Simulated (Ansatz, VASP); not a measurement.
**Two plane-wave programs on Sc**

```
CELL_PARAMETERS angstrom
3.25917 0.00000 0.00000
-1.62958 2.82252 0.00000
0.00000 0.00000 5.34702
ATOMIC_POSITIONS crystal
Sc 0.33333 0.66667 0.25000
Sc 0.66667 0.33333 0.75000
```

Change from the starting cell: strain -0.015 along x and y, +0.015 along z, atoms carried along.

Alike in both runs: task single point; functional PBEsol; k mesh 18 × 18 × 10; occupations gaussian, width 0.15 eV; no spin polarisation.

|  | VASP | Ansatz |
| --- | --- | --- |
| version | VASP 6.6.1 | Ansatz 0.2.0 |
| potentials or method | VASP PAW PBE potentials, release 64 (Sc_sv), cutoff 520 eV | scalar-relativistic, plane waves, PAW |
| valence electrons in the cell | 22 | 22 |

```csv
,VASP,Ansatz,Ansatz less VASP
gap on the k mesh at the Fermi level (eV),none,none,-
pressure (GPa),-1.9,-1.9,-0.02
"traceless stress, the component that is largest in VASP (GPa)",-2.49,-2.49,+0.003
```

VASP's potentials were made for PBE, not for PBEsol. A gap of «none» marks a metal or a gap that the smearing closes.
